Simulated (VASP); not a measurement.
# Li (R-3m) in VASP: further runs

Li is run at these levels: PBE; tasks: single point.

Everything below comes from runs of VASP 6.6.1. Logs are shortened: lines on timing, memory, paths and dates and some standing lists are left out, and cuts for length are marked.

**1. The cell of the first run**

It takes space group R-3m (No. 166, trigonal). Conventional cell: a = 2.338 Å, b = 2.338 Å, c = 5.771 Å, α = 90.00°, β = 90.00°, γ = 120.00°. Li (site symmetry -3m) has 12 Li at 2.34 to 2.35 Å within 3.1 Å.

**2. Single point, PBE**

The input, INCAR:

```
PREC     = Accurate       # precision mode
ENCUT    = 520            # plane-wave cutoff, eV
EDIFF    = 1E-6           # SCF threshold, eV
ISMEAR   = -1             # smearing method
SIGMA    = 0.08           # smearing width, eV
LREAL    = F              # projectors in reciprocal space
LASPH    = T              # aspherical terms in the spheres
NELM     = 80             # most SCF steps
ALGO     = Normal         # electronic algorithm
ISIF     = 2              # what is computed and relaxed
LWAVE    = F              # write WAVECAR
LCHARG   = F              # write CHGCAR
GGA      = PE             # functional
NBANDS   = 10             # bands
```

The input, KPOINTS:

```
regular mesh
0
Gamma
  13 13 13
```

The input, POSCAR:

```
Li
1.0
    1.1688390225     -0.6748295243      3.8471846972
    0.0000000000      1.3496590485      3.8471846972
   -1.1688390225     -0.6748295243      3.8471846972
Li
2
Direct
    0.2500000000      0.2500000000      0.2500000000
   -0.2500000000     -0.2500000000     -0.2500000000
```

Potentials or basis: VASP PAW PBE potentials, release 64 (Li_sv).

Started as:

```
cat potpaw_PBE.64/Li_sv/POTCAR > POTCAR
mpirun -np 1 vasp_std > vasp.out
```

OUTCAR:

```text
PREC = Accurate
   ENCUT = 520
   EDIFF = 1E-6
   ISMEAR = -1
   LREAL = F
   LASPH = T
   NELM = 80
   ISIF = 2
   GGA = PE

 ion  position               nearest neighbor table
   1  0.250  0.250  0.250-   2 2.35   2 2.35   2 2.35   2 2.35   2 2.35   2 2.35
   2  0.750  0.750  0.750-   1 2.35   1 2.35   1 2.35   1 2.35   1 2.35   1 2.35

  LATTYP: Found a trigonal (rhomboedric) cell.
 ALAT       =     4.0770589451
 COS(alpha) =     0.8356213461

  Lattice vectors:

 A1 = (   1.1688390225,  -0.6748295243,   3.8471846972)
 A2 = (   0.0000000000,   1.3496590485,   3.8471846972)
 A3 = (  -1.1688390225,  -0.6748295243,   3.8471846972)

Analysis of symmetry for initial positions (statically):
=====================================================================
 Subroutine PRICEL returns following result:

  LATTYP: Found a trigonal (rhomboedric) cell.
 ALAT       =     2.3498483081
 COS(alpha) =     0.5051657578

  Lattice vectors:

 A1 = (   0.0000000000,   1.3496590485,  -1.9235923486)
 A2 = (   1.1688390225,  -0.6748295243,  -1.9235923486)
 A3 = (  -1.1688390225,  -0.6748295243,  -1.9235923486)

   2 primitive cells build up your supercell.

 Routine SETGRP: Setting up the symmetry group for a
 trigonal (rhombohedral) supercell.

 Subroutine GETGRP returns: Found 12 space group operations
 (whereof 12 operations were pure point group operations)
 out of a pool of 12 trial point group operations.

The static configuration has the point symmetry D_3d.

Analysis of symmetry for dynamics (positions and initial velocities):
=====================================================================
 Subroutine PRICEL returns following result:

  LATTYP: Found a trigonal (rhomboedric) cell.
 ALAT       =     2.3498483081
 COS(alpha) =     0.5051657578

  Lattice vectors:

 A1 = (   0.0000000000,   1.3496590485,  -1.9235923486)
 A2 = (   1.1688390225,  -0.6748295243,  -1.9235923486)
 A3 = (  -1.1688390225,  -0.6748295243,  -1.9235923486)

   2 primitive cells build up your supercell.

 Routine SETGRP: Setting up the symmetry group for a
 trigonal (rhombohedral) supercell.

 Subroutine GETGRP returns: Found 12 space group operations
[... 100 lines left out ...]
   NELM   =     80;   NELMIN=  2; NELMDL= -5     # of ELM steps
   EDIFF  = 0.1E-05   stopping-criterion for ELM
   LREAL  =      F    real-space projection
   EDIFFG = 0.1E-04   stopping-criterion for IOM
   NSW    =      0    number of steps for IOM
   IBRION =     -1    ionic relax: 0-MD 1-quasi-New 2-CG
   NFREE  =      0    steps in history (QN), initial steepest desc. (CG)
   ISIF   =      2    stress and relaxation
   ISYM   =      2    0-nonsym 1-usesym 2-fastsym
   POTIM  = 0.5000    time-step for ionic-motion
   TEBEG  =    0.0;   TEEND  =   0.0 temperature during run
   PSTRESS=    0.0 pullay stress
   NELECT =       6.0000    total number of electrons
   NUPDOWN=      -1.0000    fix difference up-down
   EMIN   =  10.00;   EMAX   =-10.00  energy-range for DOS
   EFERMI =   0.00;   METHOD = LEGACY
   ISMEAR =    -1;   SIGMA  =   0.08  broadening in eV -4-tet -1-fermi 0-gaus
   EFERMI_NEDOS =   21; number of points for ismear=-14 and -15
   IALGO  =     38    algorithm
   IMIX   =      4    mixing-type and parameters
     AMIX     =   0.40;   BMIX     =  1.00
     AMIX_MAG =   1.60;   BMIX_MAG =  1.00
  volume/ion in A,a.u.               =       9.10        61.43
  Fermi-wavevector in a.u.,A,eV,Ry     =   1.130779  2.136862 17.397227  1.278660
  Thomas-Fermi vector in A             =   2.267476
   LORBIT       =      0    0 simple, 1 ext, 2 COOP (PROOUT), +10 PAW based schemes
   GGA     = PE    functional components
   LHFCALC =     F    Hartree Fock is set to
   AEXX    =    0.0000 exact exchange contribution
   IVDW    =     0    specifies the selected vdW correction
   LEPSILON=     F    determine dielectric tensor
   LRPA    =     F    only Hartree local field effects (RPA)
 non-spin polarized calculation
  energy-cutoff  :      520.00
  volume of cell :       18.21
 maximum number of plane-waves:       518
   NGX = 15   NGY = 15   NGZ = 15

 number of electron       6.0000003 magnetization

 Free energy of the ion-electron system (eV)
  ---------------------------------------------------
  ext. energy  EPLUGINS =         0.00000000
  ---------------------------------------------------
  free energy    TOTEN  =        -2.20600175 eV

  energy without entropy =       -2.18853633  energy(sigma->0) =       -2.19726904

 E-fermi :   3.8415     XC(G=0):  -9.3125

 val. band max:        3.8406118701   @ k =  -0.3077  -0.4615   0.2308
 cond. band min:       3.8450508305   @ k =   0.4615   0.4615   0.1538
 fundamental gap:      0.0044389604
 Fermi energy:         3.8415380057

 k-point     1 :       0.0000    0.0000    0.0000
  band No.  band energies     occupation
      1     -41.9064      2.00000
      2     -41.6108      2.00000
      3      -0.2274      2.00000
      4       3.1986      1.99935
      5      10.6611      0.00000
      6      25.8608      0.00000
      7      25.8608      0.00000
      8      28.5322      0.00000
      9      28.8495      0.00000
     10      28.8495      0.00000
[... 287 lines left out ...]
 k-point    24 :       0.4615    0.1538    0.0000
  band No.  band energies     occupation
      1     -41.6085      2.00000
      2     -41.5336      2.00000
      3       3.1473      1.99966
      4       6.3708      0.00000
      5       9.8342      0.00000
      6      14.5042      0.00000
      7      14.9280      0.00000
      8      18.0879      0.00000
      9      22.3156      0.00000
     10      23.3492      0.00000

 [... further k-points ...]

------------------------ aborting loop because EDIFF is reached ----------------------------------------

  FORCE on cell =-STRESS in cart. coord.  units (eV):
  Direction    XX          YY          ZZ          XY          YZ          ZX
  --------------------------------------------------------------------------------------
  -------------------------------------------------------------------------------------
  Total        4.7131194      4.7131194      4.7847676     -0.0000000     -0.0000000      0.0000000
  in kB      414.7400347    414.7400346    421.0448611     -0.0000000     -0.0000000      0.0000000
  external PRESSURE =     416.8416434 kB  Pullay stress =       0.0000000 kB

 VOLUME and BASIS-vectors are now :
 -----------------------------------------------------------------------------
  energy-cutoff  :      520.00
  volume of cell :       18.21
      direct lattice vectors                 reciprocal lattice vectors
     1.168839023 -0.674829524  3.847184697     0.427774903 -0.246975956  0.086643444
     0.000000000  1.349659048  3.847184697     0.000000000  0.493951911  0.086643444
    -1.168839023 -0.674829524  3.847184697    -0.427774903 -0.246975956  0.086643444

 POSITION                                       TOTAL-FORCE (eV/Angst)
 -----------------------------------------------------------------------------------
      0.00000     -0.00000      2.88539         0.000000     -0.000000     -0.000000
      0.00000     -0.00000      8.65617        -0.000000      0.000000      0.000000
 -----------------------------------------------------------------------------------
    total drift:                                0.000000     -0.000000      0.000000

  FREE ENERGIE OF THE ION-ELECTRON SYSTEM (eV)
  ---------------------------------------------------
  free  energy   TOTEN  =        -2.2060017485 eV

  energy  without entropy=       -2.1885363286  energy(sigma->0) =       -2.19726904
```

stdout:

```text
POSCAR found type information on POSCAR Li
 POSCAR found :  1 types and       2 ions
 scaLAPACK will be used
 LDA part: xc-table for (Slater+PW92), standard interpolation
 POSCAR, INCAR and KPOINTS ok, starting setup
 FFT: planning ... GRIDC
 FFT: planning ... GRID_SOFT
 FFT: planning ... GRID
 WAVECAR not read
 entering main loop
```

Run time: 48 s. Hardware: 1 thread of Intel Xeon Platinum 8488C (Sapphire Rapids), shared host; peak memory 0.17 GiB.

Results:

```yaml
Free_energy: -2.2060 eV
Band_gap_on_the_k_mesh: zero (band 3 reaches 6.02 eV, above the bottom of band 4 at 1.10 eV)
```

Levels at points of the mesh, in eV from the Fermi level:
```tsv
k point	band 1	band 2	band 3	band 4	band 5	band 6
(0.00, 0.00, 0.00)	-45.75	-45.45	-4.07	-0.64	6.82	22.02
```

Caveat: the cutoff is under 1.25 times the usual one of these potentials, so pressure, stress and relaxed cells hold a basis-set (Pulay) error.

**3. Single point, PBE**

The input, INCAR:

```
SYSTEM = Li
ALGO = Normal
EDIFF = 1E-6
ENCUT = 520
GGA = PE
ISIF = 2
ISMEAR = -1
LASPH = .True.
LCHARG = .False.
LREAL = .False.
LWAVE = .False.
NBANDS = 10
NELM = 80
PREC = Accurate
SIGMA = 0.08
```

The input, KPOINTS:

```
k-points
0
Gamma
  13 13 13
  0 0 0
```

POSCAR is that of step 2.

Potentials or basis: VASP PAW PBE potentials, release 64 (Li_sv).

Started as:

```
cat potpaw_PBE.64/Li_sv/POTCAR > POTCAR
mpirun -np 1 vasp_std > vasp.out
```

Run time: 46 s. Hardware: 1 thread of Intel Xeon Platinum 8488C (Sapphire Rapids), shared host; peak memory 0.17 GiB.

Results (log left out):

- Free energy: -2.2060 eV
- Band gap on the k mesh: zero (band 3 reaches 6.02 eV, above the bottom of band 4 at 1.10 eV)

Levels at points of the mesh, in eV from the Fermi level:
```tsv
k point	band 1	band 2	band 3	band 4	band 5	band 6	band 7	band 8
(0.00, 0.00, 0.00)	-45.75	-45.45	-4.07	-0.64	6.82	22.02	22.02	24.69
```

Caveat: the cutoff is under 1.25 times the usual one of these potentials, so pressure, stress and relaxed cells hold a basis-set (Pulay) error.

**4. Single point, PBE**

This run uses another cell than the first one, of 10.52 Å³/atom, 1.156 times its volume.

The input, INCAR:

```
PREC = Accurate
ENCUT = 520
EDIFF = 1E-6
ISMEAR = -1
SIGMA = 0.08
LREAL = False
LASPH = True
NELM = 60
ALGO = Normal
ISIF = 2
LWAVE = False
LCHARG = False
GGA = PE
NBANDS = 10
```

The input, KPOINTS:

```
Automatic mesh
0
Gamma
  13 13 13
```

The input, POSCAR:

```
Li
1.0
    1.2265492154     -0.7081485197      4.0371353806
    0.0000000000      1.4162970393      4.0371353806
   -1.2265492154     -0.7081485197      4.0371353806
Li
2
Direct
    0.2500000000      0.2500000000      0.2500000000
   -0.2500000000     -0.2500000000     -0.2500000000
```

Started as:

```
cat potpaw_PBE.64/Li_sv/POTCAR > POTCAR
mpirun -np 1 vasp_std > vasp.out
```

It took 38 s on 1 thread of Intel Xeon Platinum 8488C (Sapphire Rapids), shared host; peak memory 0.18 GiB.

The run converged. Its results:

| Quantity | Value |
| --- | --- |
| Free energy | -2.8075 eV |
| Band gap on the k mesh | zero (band 3 reaches 5.15 eV, above the bottom of band 4 at 0.37 eV) |

Levels at points of the mesh, in eV from the Fermi level:
```
           k point  band 1  band 2  band 3  band 4  band 5  band 6  band 7
(0.00, 0.00, 0.00)  -45.76  -45.57   -4.11   -0.50    5.85   20.00   20.00
```

Caveat: the cutoff is under 1.25 times the usual one of these potentials, so pressure, stress and relaxed cells hold a basis-set (Pulay) error.

**5. Single point, PBE**

This run uses another cell than the first one, of 12.14 Å³/atom, 1.333 times its volume.

The input, INCAR:

```
  PREC = Accurate
  ENCUT = 520
  EDIFF = 1E-6
  ISMEAR = -1
  SIGMA = 0.08
  LREAL = F
  LASPH = T
  NELM = 80
  ALGO = Normal
  ISIF = 2
  LWAVE = F
  LCHARG = F
  GGA = PE
  NBANDS = 10
```

The input, KPOINTS:

```
regular mesh
0
Gamma
  13 13 13
```

The input, POSCAR:

```
Li
1.0
    1.2864738059     -0.7427459982      4.2343746610
    0.0000000000      1.4854919963      4.2343746610
   -1.2864738059     -0.7427459982      4.2343746610
Li
2
Direct
    0.2500000000      0.2500000000      0.2500000000
   -0.2500000000     -0.2500000000     -0.2500000000
```

Potentials or basis: VASP PAW PBE potentials, release 64 (Li_sv).

Started as:

```
cat potpaw_PBE.64/Li_sv/POTCAR > POTCAR
mpirun -np 1 vasp_std > vasp.out
```

OUTCAR:

```text
PREC = Accurate
   ENCUT = 520
   EDIFF = 1E-6
   ISMEAR = -1
   LREAL = F
   LASPH = T
   NELM = 80
   ISIF = 2
   GGA = PE

 ion  position               nearest neighbor table
   1  0.250  0.250  0.250-   2 2.59   2 2.59   2 2.59   2 2.59   2 2.59   2 2.59
   2  0.750  0.750  0.750-   1 2.59   1 2.59   1 2.59   1 2.59   1 2.59   1 2.59

  LATTYP: Found a trigonal (rhomboedric) cell.
 ALAT       =     4.4873840086
 COS(alpha) =     0.8356213461

  Lattice vectors:

[... 518 lines left out ...]

------------------------ aborting loop because EDIFF is reached ----------------------------------------

  FORCE on cell =-STRESS in cart. coord.  units (eV):
  Direction    XX          YY          ZZ          XY          YZ          ZX
  --------------------------------------------------------------------------------------
  -------------------------------------------------------------------------------------
  Total        2.4760513      2.4760513      2.5171544     -0.0000000     -0.0000000      0.0000000
  in kB      163.4136837    163.4136837    166.1263910     -0.0000000     -0.0000000      0.0000000
  external PRESSURE =     164.3179194 kB  Pullay stress =       0.0000000 kB

 VOLUME and BASIS-vectors are now :
 -----------------------------------------------------------------------------
  energy-cutoff  :      520.00
  volume of cell :       24.28
      direct lattice vectors                 reciprocal lattice vectors
     1.286473806 -0.742745998  4.234374661     0.388659293 -0.224392547  0.078720794
     0.000000000  1.485491996  4.234374661     0.000000000  0.448785095  0.078720794
    -1.286473806 -0.742745998  4.234374661    -0.388659293 -0.224392547  0.078720794

 POSITION                                       TOTAL-FORCE (eV/Angst)
 -----------------------------------------------------------------------------------
      0.00000     -0.00000      3.17578        -0.000000      0.000000      0.000000
      0.00000     -0.00000      9.52734         0.000000      0.000000      0.000000
 -----------------------------------------------------------------------------------
    total drift:                               -0.000000     -0.000000      0.000000

  FREE ENERGIE OF THE ION-ELECTRON SYSTEM (eV)
  ---------------------------------------------------
  free  energy   TOTEN  =        -3.2413645201 eV

  energy  without entropy=       -3.2216800030  energy(sigma->0) =       -3.23152226
```

OSZICAR:

```text
N       E                     dE             d eps       ncg     rms          rms(c)
DAV:   1     0.212520628356E+02    0.21252E+02   -0.33203E+03  4620   0.619E+02
DAV:   2    -0.132926232433E+01   -0.22581E+02   -0.21598E+02  6176   0.117E+02
DAV:   3    -0.318778385698E+01   -0.18585E+01   -0.18345E+01  6998   0.309E+01
DAV:   4    -0.322762627436E+01   -0.39842E-01   -0.39752E-01  6298   0.342E+00
DAV:   5    -0.322778339468E+01   -0.15712E-03   -0.15711E-03  5932   0.237E-01    0.881E-01
DAV:   6    -0.323562576630E+01   -0.78424E-02   -0.24295E-03  6910   0.240E-01    0.572E-01
DAV:   7    -0.324136366469E+01   -0.57379E-02   -0.73568E-03  5704   0.432E-01    0.408E-02
DAV:   8    -0.324136459092E+01   -0.92624E-06   -0.15672E-04  6042   0.901E-02    0.110E-02
DAV:   9    -0.324136429944E+01    0.29148E-06   -0.11130E-05  6304   0.293E-02    0.248E-03
DAV:  10    -0.324136452008E+01   -0.22064E-06   -0.25937E-07  3978   0.471E-03
   1 F= -.32413645E+01 E0= -.32315223E+01  d E =-.196845E-01
```

stdout:

```text
POSCAR found type information on POSCAR Li
 POSCAR found :  1 types and       2 ions
 scaLAPACK will be used
 LDA part: xc-table for (Slater+PW92), standard interpolation
 POSCAR, INCAR and KPOINTS ok, starting setup
 FFT: planning ... GRIDC
 FFT: planning ... GRID_SOFT
 FFT: planning ... GRID
 WAVECAR not read
 entering main loop
```

It took 89 s on 1 thread of Intel Xeon Platinum 8488C (Sapphire Rapids), shared host; peak memory 0.2 GiB.

What came out:

```
Free energy            : -3.2414 eV
Band gap on the k mesh : zero (band 3 reaches 4.37 eV, above the bottom of band 4 at -0.24 eV)
```

Caveat: the cutoff is under 1.25 times the usual one of these potentials, so pressure, stress and relaxed cells hold a basis-set (Pulay) error.

**6. Overview**

| cell | gap on the mesh (eV) |
| --- | --- |
| a = 4.077 Å, angles 33.3°, 2 atoms | none |
| a = 4.278 Å, angles 33.3°, 2 atoms | none |
| a = 4.487 Å, angles 33.3°, 2 atoms | none |

Alike in all rows: task single point; level PBE; potentials or basis VASP PAW PBE potentials, release 64 (Li_sv); no spin polarisation; k mesh 13 × 13 × 13; cutoff (eV) 520; smearing fermi-dirac 0.08 eV.

Caveats: the cutoff is under 1.25 times the usual one of these potentials, so pressure, stress and relaxed cells hold a basis-set (Pulay) error.

Total energies depend on the potentials used, so only differences within one code and one set of settings carry meaning.
